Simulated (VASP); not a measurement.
A run of VASP 6.6.1 is set up as follows.

The input INCAR:

```
SYSTEM = SrCl2
PREC     = Accurate       ! precision mode
ENCUT    = 520            ! plane-wave cutoff, eV
EDIFF    = 1E-6           ! SCF threshold, eV
ISMEAR   = -1             ! smearing method
SIGMA    = 0.02           ! smearing width, eV
LREAL    = .False.        ! projectors in reciprocal space
LASPH    = .True.         ! aspherical terms in the spheres
NELM     = 100            ! most SCF steps
ALGO     = Normal         ! electronic algorithm
ISIF     = 2              ! what is computed and relaxed
LWAVE    = .False.        ! write WAVECAR
LCHARG   = .True.         ! write CHGCAR
GGA      = PE             ! functional
LELF     = .True.         ! ELF
LVHAR    = .True.       
NBANDS   = 19             ! bands
```

KPOINTS

```
Automatic mesh
0
Gamma
  6 6 6
  0 0 0
```

POSCAR

```
SrCl2
1.0
    0.0000000000      3.3994322071      3.4977180853
    3.3994322071      0.0000000000      3.4977180853
    3.3994322071      3.3994322071      0.0000000000
Sr Cl
1 2
Direct
    0.0000000000      0.0000000000      0.0000000000
    0.2500000000      0.2500000000      0.2500000000
    0.7500000000      0.7500000000      0.7500000000
```

Potentials or basis: VASP PAW PBE potentials, release 64 (Sr_sv, Cl).

Command:

```bash
$ cat potpaw_PBE.64/Sr_sv/POTCAR potpaw_PBE.64/Cl/POTCAR > POTCAR
$ mpirun -np 1 vasp_std > vasp.out
```

**Question.** Estimate the band gap on the k mesh.

**Answer.** 5.41 eV.

**Question.** Estimate the pressure.

**Answer.** 3.2 GPa.

Stress tensor (GPa, compression positive):
```
3.70 0.00 0.00
0.00 3.70 0.00
0.00 0.00 2.14
```

Caveat: the cell differs from its parent crystal (biaxial xy strain -2.8%); the cell stands under pressure; the structure was generated, so it needn't be the stable form of SrCl2. A k mesh can miss the band edges.
